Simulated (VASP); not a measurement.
## Al3SiPd2: relaxation of cell and atoms with PBE

Al3SiPd2:

```
CELL_PARAMETERS angstrom
4.47661 0.00000 0.00000
0.00000 4.47661 0.00000
0.00000 0.00000 4.43524
ATOMIC_POSITIONS crystal
Al 0.00000 0.50000 0.50000
Al 0.50000 0.00000 0.50000
Al 0.00000 0.00000 0.00000
Si 0.00000 0.00000 0.50000
Pd 0.50000 0.50000 0.50000
Pd 0.50000 0.50000 0.00000
```

The cell was built from a structure type or drawn by symmetry, and may not be a known phase.

| Property | Result |
| --- | --- |
| Program | VASP 6.6.1 |
| Task | relaxation of cell and atoms |
| Functional | PBE |
| Potentials or basis | VASP PAW PBE potentials, release 64 (Al, Si, Pd) |
| Cutoff | 600 eV |
| k mesh | 4 × 4 × 4 |
| Occupations | gaussian, width 0.1 eV |
| Spin | no spin polarisation |
| Dipole correction | no |
| Further INCAR settings | ALGO = Fast; EDIFF = 1e-07; IBRION = 2; EDIFFG = -0.04; NSW = 90; ISIF = 3 |

```yaml
Relaxed_volume: 20.71 Å³/atom
Relaxed_cell: a = 4.877 Å, b = 4.877 Å, c = 5.225 Å, α = 90.00°, β = 90.00°, γ = 90.00°
Space_group_after_relaxing_to_0.1_Å: P4/mmm (No. 123)
Pressure_after_relaxing: 0.1 GPa
Band_gap_on_the_k_mesh: zero (an odd number of electrons rules out a gap without spin polarisation)
```

Stress tensor (GPa, compression positive):
```
0.03 0.00 0.00
0.00 0.03 0.00
0.00 0.00 0.30
```

Final structure:
```cif
data_structure
_symmetry_space_group_name_H-M 'P 1'
_symmetry_Int_Tables_number 1
_cell_length_a 4.8766
_cell_length_b 4.8766
_cell_length_c 5.2252
_cell_angle_alpha 90.000
_cell_angle_beta 90.000
_cell_angle_gamma 90.000
_cell_volume 124.26
loop_
_atom_site_label
_atom_site_type_symbol
_atom_site_fract_x
_atom_site_fract_y
_atom_site_fract_z
_atom_site_occupancy
Al1 Al 0.00000 0.50000 0.50000 1
Al2 Al 0.50000 0.00000 0.50000 1
Al3 Al 0.00000 0.00000 0.00000 1
Si1 Si 0.00000 0.00000 0.50000 1
Pd1 Pd 0.50000 0.50000 0.50000 1
Pd2 Pd 0.50000 0.50000 0.00000 1
```

Levels at points of the mesh, in eV from the Fermi level:
```csv
k point,band 13,band 14,band 15,band 16,band 17,band 18,band 19,band 20
"(0.00, 0.00, 0.00)",-1.40,-0.78,-0.78,-0.02,0.08,2.02,2.11,2.11
"(0.50, 0.00, 0.00)",-1.29,-1.15,-0.78,-0.78,-0.48,-0.26,0.02,2.60
"(0.50, 0.50, 0.00)",-0.80,-0.80,-0.72,-0.51,0.94,0.94,1.86,1.86
"(0.00, 0.00, 0.50)",-1.53,-1.53,-1.45,-0.10,-0.09,1.04,1.04,2.47
"(0.50, 0.00, 0.50)",-1.74,-1.52,-1.25,-0.96,0.52,0.58,2.03,2.03
"(0.50, 0.50, 0.50)",-1.47,-1.29,-1.20,-0.80,-0.80,-0.51,3.38,3.48
```

It took 18 min on 1 thread of AMD EPYC 7R43 64-Core Processor (Zen 3), on a shared host, peak memory 0.2 GiB.

Caveat: the volume moved by over 15 % at a fixed basis, so the end points are rough.
